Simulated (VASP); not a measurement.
# VRe3F (Pm-3m) in VASP: further runs

The runs below take VRe3F through single point, with PBE.

All numbers are computed with VASP 6.6.1; they aren't measurements. Logs are shortened: lines on timing, memory, paths and dates and some standing lists are left out, and cuts for length are marked.

## (1) The cell of the first run

The structure is cubic, space group Pm-3m (No. 221). Conventional cell: a = 4.148 Å, b = 4.148 Å, c = 4.148 Å, α = 90.00°, β = 90.00°, γ = 90.00°. Within 3.9 Å of V (site symmetry m-3m) lie 12 Re at 2.93 Å and 8 F at 3.59 Å. Within 2.7 Å of Re (site symmetry 4/mmm) lie 2 F at 2.07 Å. F (site symmetry m-3m) has 6 Re at 2.07 Å within 2.7 Å.

The cell was built from a structure type or drawn by symmetry, and may not be a known phase.

## (2) Single point, PBE

File INCAR:

```
SYSTEM = VRe3F
PREC = Accurate
ENCUT = 600
EDIFF = 1E-6
ISMEAR = 0
SIGMA = 0.1
LREAL = .FALSE.
LASPH = .TRUE.
NELM = 120
ALGO = Normal
ISIF = 2
LWAVE = .FALSE.
LCHARG = .TRUE.
GGA = PE
LELF = .TRUE.
LVHAR = .TRUE.
NBANDS = 40
GGA_COMPAT = .FALSE.
```

File KPOINTS:

```
regular mesh
0
G
  10 10 10
  0 0 0
```

File POSCAR:

```
VRe3F
1.0
    4.1475613590      0.0000000000      0.0000000000
    0.0000000000      4.1475613590      0.0000000000
    0.0000000000      0.0000000000      4.1475613590
V Re F
1 3 1
Direct
    0.5000000000      0.5000000000      0.5000000000
    0.0000000000      0.5000000000      0.0000000000
    0.5000000000      0.0000000000      0.0000000000
    0.0000000000      0.0000000000      0.5000000000
    0.0000000000      0.0000000000      0.0000000000
```

Potentials or basis: VASP PAW PBE potentials, release 64 (V_sv, Re_sv_GW, F).

Started as:

```
cat potpaw_PBE.64/V_sv/POTCAR potpaw_PBE.64/Re_sv_GW/POTCAR potpaw_PBE.64/F/POTCAR > POTCAR
mpirun -np 1 vasp_std > vasp.out
```

OUTCAR:

```text
SYSTEM = VRe3F
   PREC = Accurate
   ENCUT = 600
   EDIFF = 1E-6
   ISMEAR = 0
   LREAL = .FALSE.
   LASPH = .TRUE.
   NELM = 120
   ISIF = 2
   GGA = PE

 ion  position               nearest neighbor table
   1  0.500  0.500  0.500-   2 2.93   3 2.93   4 2.93   2 2.93   3 2.93   3 2.93   4 2.93   3 2.93
                             2 2.93   4 2.93   2 2.93   4 2.93
   2  0.000  0.500  0.000-   5 2.07   5 2.07   4 2.93   1 2.93   1 2.93   4 2.93   3 2.93   4 2.93
                             3 2.93   4 2.93   1 2.93   3 2.93   1 2.93   3 2.93
   3  0.500  0.000  0.000-   5 2.07   5 2.07   4 2.93   1 2.93   1 2.93   4 2.93   1 2.93   2 2.93
                             1 2.93   2 2.93   4 2.93   2 2.93   4 2.93   2 2.93
   4  0.000  0.000  0.500-   5 2.07   5 2.07   3 2.93   1 2.93   2 2.93   3 2.93   2 2.93   1 2.93
                             2 2.93   2 2.93   1 2.93   3 2.93   3 2.93   1 2.93
   5  0.000  0.000  0.000-   2 2.07   3 2.07   4 2.07   4 2.07   2 2.07   3 2.07

  LATTYP: Found a simple cubic cell.
 ALAT       =     4.1475613590

  Lattice vectors:

 A1 = (   4.1475613590,   0.0000000000,   0.0000000000)
 A2 = (   0.0000000000,   4.1475613590,   0.0000000000)
 A3 = (   0.0000000000,   0.0000000000,   4.1475613590)

Analysis of symmetry for initial positions (statically):
=====================================================================
 Subroutine PRICEL returns:
 Original cell was already a primitive cell.

 Routine SETGRP: Setting up the symmetry group for a
 simple cubic supercell.

 Subroutine GETGRP returns: Found 48 space group operations
 (whereof 48 operations were pure point group operations)
 out of a pool of 48 trial point group operations.

The static configuration has the point symmetry O_h .

Analysis of symmetry for dynamics (positions and initial velocities):
=====================================================================
 Subroutine PRICEL returns:
 Original cell was already a primitive cell.

 Routine SETGRP: Setting up the symmetry group for a
 simple cubic supercell.

 Subroutine GETGRP returns: Found 48 space group operations
 (whereof 48 operations were pure point group operations)
 out of a pool of 48 trial point group operations.

The dynamic configuration has the point symmetry O_h .

 Subroutine INISYM returns: Found 48 space group operations
 (whereof 48 operations are pure point group operations),
 and found     1 'primitive' translations

----------------------------------------------------------------------------------------

                                     Primitive cell

  volume of cell :      71.3475

  direct lattice vectors                    reciprocal lattice vectors
     4.147561359  0.000000000  0.000000000     0.241105535  0.000000000  0.000000000
     0.000000000  4.147561359  0.000000000     0.000000000  0.241105535  0.000000000
     0.000000000  0.000000000  4.147561359     0.000000000  0.000000000  0.241105535

  length of vectors
     4.147561359  4.147561359  4.147561359     0.241105535  0.241105535  0.241105535

  position of ions in fractional coordinates (direct lattice)
     0.500000000  0.500000000  0.500000000
     0.000000000  0.500000000  0.000000000
     0.500000000  0.000000000  0.000000000
     0.000000000  0.000000000  0.500000000
     0.000000000  0.000000000  0.000000000

  ion indices of the primitive-cell ions
   primitive index   ion index
                 1           1
                 2           2
                 3           3
                 4           4
                 5           5

----------------------------------------------------------------------------------------

 KPOINTS: regular mesh

Automatic generation of k-mesh.
 Grid dimensions read from file:
 generate k-points for:   10   10   10

 Generating k-lattice:

  Cartesian coordinates                     Fractional coordinates (reciprocal lattice)
     0.024110553  0.000000000  0.000000000     0.100000000  0.000000000  0.000000000
     0.000000000  0.024110553  0.000000000     0.000000000  0.100000000  0.000000000
     0.000000000  0.000000000  0.024110553     0.000000000  0.000000000  0.100000000

  Length of vectors
     0.024110553  0.024110553  0.024110553

  Shift w.r.t. Gamma in fractional coordinates (k-lattice)
     0.000000000  0.000000000  0.000000000

 Subroutine IBZKPT returns following result:
 ===========================================

 Found     56 irreducible k-points:

 Following reciprocal coordinates:
            Coordinates               Weight
  0.000000  0.000000  0.000000      1.000000
  0.100000  0.000000  0.000000      6.000000
  0.200000  0.000000  0.000000      6.000000
  0.300000  0.000000  0.000000      6.000000
  0.400000  0.000000  0.000000      6.000000
  0.500000  0.000000  0.000000      3.000000
[... 16 lines left out ...]
  0.200000  0.100000  0.100000     24.000000
  0.300000  0.100000  0.100000     24.000000
 [... further k-points ...]
   k-points           NKPTS =     56   k-points in BZ     NKDIM =     56   number of bands    NBANDS=     40
   number of dos      NEDOS =    301   number of ions     NIONS =      5
   total plane-waves  NPLWV =  46656
   dimension x,y,z NGX =    36 NGY =   36 NGZ =   36
   dimension x,y,z NGXF=    72 NGYF=   72 NGZF=   72
   ions per type =               1   3   1
   NGX,Y,Z   is equivalent  to a cutoff of  14.43, 14.43, 14.43 a.u.
   NGXF,Y,Z  is equivalent  to a cutoff of  28.86, 28.86, 28.86 a.u.
 SYSTEM =  VRe3F
   PREC   = accura    normal or accurate (medium, high low for compatibility)
   ISTART =      0    job   : 0-new  1-cont  2-samecut
   ICHARG =      2    charge: 1-file 2-atom 10-const
   ISPIN  =      1    spin polarized calculation?
   LNONCOLLINEAR =      F non collinear calculations
   LSORBIT =      F    spin-orbit coupling
   LASPH  =      T    aspherical Exc in radial PAW
   ENCUT  =  600.0 eV  44.10 Ry    6.64 a.u.   8.28  8.28  8.28*2*pi/ulx,y,z
   NELM   =    120;   NELMIN=  2; NELMDL= -5     # of ELM steps
   EDIFF  = 0.1E-05   stopping-criterion for ELM
   LREAL  =      F    real-space projection
   EDIFFG = 0.1E-04   stopping-criterion for IOM
   NSW    =      0    number of steps for IOM
   IBRION =     -1    ionic relax: 0-MD 1-quasi-New 2-CG
   NFREE  =      0    steps in history (QN), initial steepest desc. (CG)
   ISIF   =      2    stress and relaxation
   ISYM   =      2    0-nonsym 1-usesym 2-fastsym
   POTIM  = 0.5000    time-step for ionic-motion
   TEBEG  =    0.0;   TEEND  =   0.0 temperature during run
   PSTRESS=    0.0 pullay stress
   NELECT =      65.0000    total number of electrons
   NUPDOWN=      -1.0000    fix difference up-down
   EMIN   =  10.00;   EMAX   =-10.00  energy-range for DOS
   EFERMI =   0.00;   METHOD = LEGACY
   ISMEAR =     0;   SIGMA  =   0.10  broadening in eV -4-tet -1-fermi 0-gaus
   EFERMI_NEDOS =   21; number of points for ismear=-14 and -15
   IALGO  =     38    algorithm
   IMIX   =      4    mixing-type and parameters
     AMIX     =   0.40;   BMIX     =  1.00
     AMIX_MAG =   1.60;   BMIX_MAG =  1.00
  volume/ion in A,a.u.               =      14.27        96.30
  Fermi-wavevector in a.u.,A,eV,Ry     =   1.587035  2.999061 34.268717  2.518680
  Thomas-Fermi vector in A             =   2.686254
   LORBIT       =      0    0 simple, 1 ext, 2 COOP (PROOUT), +10 PAW based schemes
   GGA     = PE    functional components
   LHFCALC =     F    Hartree Fock is set to
   AEXX    =    0.0000 exact exchange contribution
   IVDW    =     0    specifies the selected vdW correction
   LEPSILON=     F    determine dielectric tensor
   LRPA    =     F    only Hartree local field effects (RPA)
 non-spin polarized calculation
 Gauss-broadening in eV      SIGMA  =   0.10
  energy-cutoff  :      600.00
  volume of cell :       71.35
 maximum number of plane-waves:      2408
 NGX is ok and might be reduce to    36
   NGX = 17   NGY = 17   NGZ = 17

 number of electron      65.0000006 magnetization

 Free energy of the ion-electron system (eV)
  ---------------------------------------------------
  ext. energy  EPLUGINS =         0.00000000
  ---------------------------------------------------
  free energy    TOTEN  =       -47.05995830 eV

  energy without entropy =      -47.03269696  energy(sigma->0) =      -47.04632763

 E-fermi :  10.8230     XC(G=0): -13.1431

 val. band max:       10.8210714678   @ k =   0.4000   0.4000   0.0000
 cond. band min:      10.8386153522   @ k =   0.5000   0.3000   0.1000
 fundamental gap:      0.0175438844
 Fermi energy:        10.8229515416

 k-point     1 :       0.0000    0.0000    0.0000
  band No.  band energies     occupation
      1     -69.6636      2.00000
      2     -69.6109      2.00000
      3     -69.6109      2.00000
      4     -53.6497      2.00000
      5     -32.0773      2.00000
      6     -32.0773      2.00000
[... 32 lines left out ...]
     39      13.5700      0.00000
     40      13.5701      0.00000

 k-point     2 :       0.1000    0.0000    0.0000
  band No.  band energies     occupation
      1     -69.6622      2.00000
      2     -69.6122      2.00000
      3     -69.6112      2.00000
      4     -53.6497      2.00000
      5     -32.0783      2.00000
      6     -32.0747      2.00000
[... 32 lines left out ...]
     39      13.3016      0.00000
     40      13.3958      0.00000

 k-point     3 :       0.2000    0.0000    0.0000
  band No.  band energies     occupation
      1     -69.6589      2.00000
      2     -69.6155      2.00000
      3     -69.6112      2.00000
      4     -53.6497      2.00000
      5     -32.0805      2.00000
      6     -32.0673      2.00000
[... 853 lines left out ...]
  band No.  band energies     occupation
      1     -69.6568      2.00000
      2     -69.6158      2.00000
      3     -69.6128      2.00000
      4     -53.6497      2.00000
      5     -32.1588      2.00000
      6     -32.0391      2.00000
[... 32 lines left out ...]
     39      13.1263      0.00000
     40      13.2219      0.00000

 k-point    24 :       0.3000    0.1000    0.1000
  band No.  band energies     occupation
      1     -69.6521      2.00000
      2     -69.6205      2.00000
      3     -69.6127      2.00000
      4     -53.6497      2.00000
      5     -32.1847      2.00000
      6     -32.0303      2.00000
[... 32 lines left out ...]
     39      12.8955      0.00000
     40      13.1910      0.00000

 [... further k-points ...]

------------------------ aborting loop because EDIFF is reached ----------------------------------------

  FORCE on cell =-STRESS in cart. coord.  units (eV):
  Direction    XX          YY          ZZ          XY          YZ          ZX
  --------------------------------------------------------------------------------------
  -------------------------------------------------------------------------------------
  Total       -0.1729405     -0.1729405     -0.1729405     -0.0000000     -0.0000000      0.0000000
  in kB       -3.8835484     -3.8835484     -3.8835484     -0.0000000     -0.0000000      0.0000000
  external PRESSURE =      -3.8835484 kB  Pullay stress =       0.0000000 kB

 VOLUME and BASIS-vectors are now :
 -----------------------------------------------------------------------------
  energy-cutoff  :      600.00
  volume of cell :       71.35
      direct lattice vectors                 reciprocal lattice vectors
     4.147561359  0.000000000  0.000000000     0.241105535  0.000000000  0.000000000
     0.000000000  4.147561359  0.000000000     0.000000000  0.241105535  0.000000000
     0.000000000  0.000000000  4.147561359     0.000000000  0.000000000  0.241105535

 POSITION                                       TOTAL-FORCE (eV/Angst)
 -----------------------------------------------------------------------------------
      2.07378      2.07378      2.07378         0.000000      0.000000      0.000000
      0.00000      2.07378      0.00000         0.000000      0.000000      0.000000
      2.07378      0.00000      0.00000         0.000000      0.000000      0.000000
      0.00000      0.00000      2.07378         0.000000      0.000000      0.000000
      0.00000      0.00000      0.00000         0.000000      0.000000      0.000000
 -----------------------------------------------------------------------------------
    total drift:                                0.000000      0.000000     -0.000000

  FREE ENERGIE OF THE ION-ELECTRON SYSTEM (eV)
  ---------------------------------------------------
  free  energy   TOTEN  =       -47.0599582988 eV

  energy  without entropy=      -47.0326969572  energy(sigma->0) =      -47.04632763
```

It took 2 min on 1 thread of Intel Xeon 6975P-C (Granite Rapids), shared host; peak memory 0.32 GiB.

What came out:

* Free energy: -47.0600 eV
* Pressure: -0.4 GPa
* Band gap on the k mesh: zero (an odd number of electrons rules out a gap without spin polarisation)

Levels at points of the mesh, in eV from the Fermi level:
```csv
k point,band 29,band 30,band 31,band 32,band 33,band 34,band 35,band 36,band 37,band 38
"(0.00, 0.00, 0.00)",-1.26,-0.86,0.00,0.00,1.82,1.82,2.57,2.57,2.57,2.74
"(0.50, 0.00, 0.00)",-1.55,-1.27,-0.45,-0.10,-0.10,-0.05,0.50,0.54,0.57,0.57
"(0.50, 0.50, 0.00)",-2.13,-1.68,-1.07,-0.33,-0.01,-0.01,0.57,0.74,0.74,0.88
"(0.50, 0.50, 0.50)",-0.66,-0.18,-0.18,-0.18,0.69,0.69,0.69,2.38,2.38,2.42
```

Caveat: spin-orbit coupling is left out, which moves the levels of the heavy elements; an odd number of electrons without spin polarisation forces a metal; a magnetic or distorted state may lie lower; the run has no spin polarisation, though such a crystal can be magnetic.

## (3) Single point, PBE

File INCAR:

```
SYSTEM = VRe3F
ALGO = Normal ; EDIFF = 1E-6
ENCUT = 600 ; GGA = PE
GGA_COMPAT = .False. ; ISIF = 2
ISMEAR = 0 ; LASPH = .True.
LCHARG = .False. ; LREAL = .False.
LWAVE = .False. ; NBANDS = 40
NELM = 120 ; PREC = Accurate
SIGMA = 0.1
```

File KPOINTS:

```
k-points
0
Gamma
  10 10 10
  0 0 0
```

POSCAR is that of step 2.

Potentials or basis: VASP PAW PBE potentials, release 64 (V_sv, Re_sv_GW, F).

Started as:

```
cat potpaw_PBE.64/V_sv/POTCAR potpaw_PBE.64/Re_sv_GW/POTCAR potpaw_PBE.64/F/POTCAR > POTCAR
mpirun -np 1 vasp_std > vasp.out
```

Wall time 2.5 min (1 thread of Intel Xeon 6975P-C (Granite Rapids), shared host); peak memory 0.32 GiB.

It converged, with:

* Free energy: -47.0600 eV
* Pressure: -0.4 GPa
* Band gap on the k mesh: zero (an odd number of electrons rules out a gap without spin polarisation)

Levels at points of the mesh, in eV from the Fermi level:
```tsv
k point	band 29	band 30	band 31	band 32	band 33	band 34	band 35	band 36	band 37	band 38
(0.00, 0.00, 0.00)	-1.26	-0.86	0.00	0.00	1.82	1.82	2.57	2.57	2.57	2.74
(0.50, 0.00, 0.00)	-1.55	-1.27	-0.45	-0.10	-0.10	-0.05	0.50	0.54	0.57	0.57
(0.50, 0.50, 0.00)	-2.13	-1.68	-1.07	-0.33	-0.01	-0.01	0.57	0.74	0.74	0.88
(0.50, 0.50, 0.50)	-0.66	-0.18	-0.18	-0.18	0.69	0.69	0.69	2.38	2.38	2.42
```

Caveat: spin-orbit coupling is left out, which moves the levels of the heavy elements; an odd number of electrons without spin polarisation forces a metal; a magnetic or distorted state may lie lower; the run has no spin polarisation, though such a crystal can be magnetic. With open d or f shells a metallic result of PBE can be an artefact of self-interaction; +U or a hybrid may open a gap.
